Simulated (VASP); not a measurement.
A run of VASP 6.6.1 is set up as follows.

The input INCAR:

```
SYSTEM = Hg3Se2S
PREC = Accurate
ENCUT = 600
EDIFF = 1E-6
ISMEAR = 0
SIGMA = 0.03
LREAL = .FALSE.
LASPH = .TRUE.
NELM = 100
ALGO = Normal
ISIF = 3
LWAVE = .FALSE.
LCHARG = .FALSE.
GGA = CA
IBRION = 2
NSW = 80
EDIFFG = -0.005
PSTRESS = 85.0
```

The input KPOINTS:

```
regular mesh
0
G
  9 9 4
  0 0 0
```

Contents of POSCAR:

```
Hg3Se2S
1.0
    4.0240262700      0.0000000000      0.0000000000
   -2.0120136300      3.4849089000      0.0000000000
    0.0000000000      0.0000000000      9.4159632600
Hg S Se
3 1 2
Direct
    0.6626180000      0.6626180000      0.0000000000
    0.3373820000      0.0000000000      0.6666670000
    0.0000000000      0.3373820000      0.3333330000
    0.5615470000      0.5615470000      0.5000000000
    0.4384530000      0.0000000000      0.1666670000
    0.0000000000      0.4384530000      0.8333330000
```

Potentials or basis: VASP PAW LDA potentials, release 64 (Hg, S, Se).

Command:

```sh
$ cat potpaw_LDA.64/Hg/POTCAR potpaw_LDA.64/S/POTCAR potpaw_LDA.64/Se/POTCAR > POTCAR
$ mpirun -np 1 vasp_std > vasp.out
```

Task: What does it give for the space group after relaxing (to 0.05 Å)?

Result: C2 (No. 5).

Task: Estimate the band gap on the k mesh.

Result: Zero (band 27 reaches 4.69 eV, above the bottom of band 28 at 4.22 eV).

Task: Predict the relaxed cell.

Result: a = 3.864 Å, b = 3.864 Å, c = 9.355 Å, α = 89.98°, β = 90.02°, γ = 119.86°.

Step by step:
| step | energy change (eV) | largest force (eV/Å) | pressure (GPa) | volume (Å³) |
| --- | --- | --- | --- | --- |
| 1 | 0.0000 | 0.7566 | 2.92 | 132.04 |
| 3 | 0.2397 | 0.5793 | 9.05 | 124.45 |
| 5 | 0.1973 | 0.2868 | 8.52 | 124.52 |
| 7 | 0.1650 | 0.0458 | 7.48 | 124.66 |
| 9 | 0.2318 | 0.1048 | 8.57 | 123.32 |
| 11 | 0.2540 | 0.0978 | 8.62 | 122.84 |
| 13 | 0.2422 | 0.0266 | 8.15 | 123.03 |
| 15 | 0.2700 | 0.0461 | 8.51 | 122.49 |
| 17 | 0.2790 | 0.0584 | 8.57 | 122.32 |
| 19 | 0.3138 | 0.0782 | 8.80 | 121.61 |
| 21 | 0.3451 | 0.0847 | 9.05 | 120.99 |
| 23 | 0.3450 | 0.0771 | 8.86 | 120.97 |
| 25 | 0.3454 | 0.0734 | 8.75 | 120.96 |
| 27 | 0.3279 | 0.0593 | 8.48 | 121.28 |
| 29 | 0.3166 | 0.0506 | 8.36 | 121.49 |
| 31 | 0.3252 | 0.0275 | 8.54 | 121.31 |
| 33 | 0.3231 | 0.0185 | 8.51 | 121.35 |
| 35 | 0.3218 | 0.0186 | 8.48 | 121.37 |
| 37 | 0.3267 | 0.0206 | 8.55 | 121.28 |
| 39 | 0.3236 | 0.0278 | 8.41 | 121.34 |
| 41 | 0.3262 | 0.0192 | 8.48 | 121.29 |
| 43 | 0.3296 | 0.0085 | 8.49 | 121.22 |
| 45 | 0.3324 | 0.0056 | 8.51 | 121.17 |
| 47 | 0.3332 | 0.0060 | 8.51 | 121.15 |
| 49 | 0.3337 | 0.0058 | 8.53 | 121.14 |
| 51 | 0.3313 | 0.0052 | 8.51 | 121.19 |
| 53 | 0.3306 | 0.0052 | 8.46 | 121.20 |
| 55 | 0.3311 | 0.0057 | 8.46 | 121.19 |
| 57 | 0.3313 | 0.0062 | 8.48 | 121.19 |
| 58 | 0.3333 | 0.0044 | 8.48 | 121.15 |

Caveat: the cell is relaxed towards a set pressure, so the enthalpy falls and the energy may rise; spin-orbit coupling is left out, which moves the levels of the heavy elements.
